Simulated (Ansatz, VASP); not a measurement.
NiO: VASP beside Ansatz

File INCAR:

```
SYSTEM = NiO
ALGO = Normal ; EDIFF = 1E-6
ENCUT = 520 ; GGA = PE
ISIF = 2 ; ISMEAR = -1
ISPIN = 2 ; LASPH = .True.
LCHARG = .False. ; LMAXMIX = 4
LORBIT = 11 ; LREAL = .False.
LWAVE = .False. ; MAGMOM = 2 0
NBANDS = 19 ; NELM = 150
PREC = Accurate ; SIGMA = 0.05
```

The input KPOINTS:

```
k-points
0
Gamma
  11 11 11
  0 0 0
```

POSCAR

```
NiO
1.0
    0.0000000000      2.0859000000      2.0859000000
    2.0859000000      0.0000000000      2.0859000000
    2.0859000000      2.0859000000      0.0000000000
Ni O
1 1
Direct
    0.0000000000      0.0000000000      0.0000000000
    0.5239704684      0.5239704684      0.4760295316
```

Input for Ansatz:

```yaml
crystal:
  lattice:
    - [0.0, 2.0859, 2.0859]
    - [2.0859, 0.0, 2.0859]
    - [2.0859, 2.0859, 0.0]
  atoms:
    - { symbol: Ni, position: [0.0, 0.0, 0.0] }
    - { symbol: O, position: [0.5239704683829522, 0.5239704683829522, 0.4760295316170478] }
kpoints:
  mp_grid:
    grid: [11, 11, 11]
    shift: [0.0, 0.0, 0.0]
hamiltonian:
  xc: pbe
  pseudopotentials:
    kind: paw
magnetization:
  spin_polarized: true
  per_species:
    Ni: 2.0
scf:
  occupations:
    method: fermi_dirac
    width: 0.05
output:
  forces: true
```

Alike in both runs: task single point; functional PBE; k mesh 11 × 11 × 11; occupations fermi-dirac, width 0.05 eV; collinear spin.

```csv
,VASP,Ansatz
version,VASP 6.6.1,Ansatz 0.2.0
potentials or method,"VASP PAW PBE potentials, release 64 (Ni, O)","plane waves, PAW"
plane-wave cutoff (eV),520,420
valence electrons in the cell,16,24
```

|  | VASP | Ansatz | Ansatz less VASP |
| --- | --- | --- | --- |
| rms of the force components (eV/Å) | 0.181 | 0.162 | -0.0190 |
| net moment per atom (μB) | 0.89 | 0.91 | +0.017 |
| size of the moment on the site where the two differ most (μB) | 1.45 | 1.43 | -0.018 |

Site moments also hang on the region over which each program counts them. Atom by atom the forces differ by 0.019 eV/Å (rms over components). VASP's potentials hold 16 valence electrons a cell and Ansatz's 24, so a difference there can come from the potentials and not from the codes.
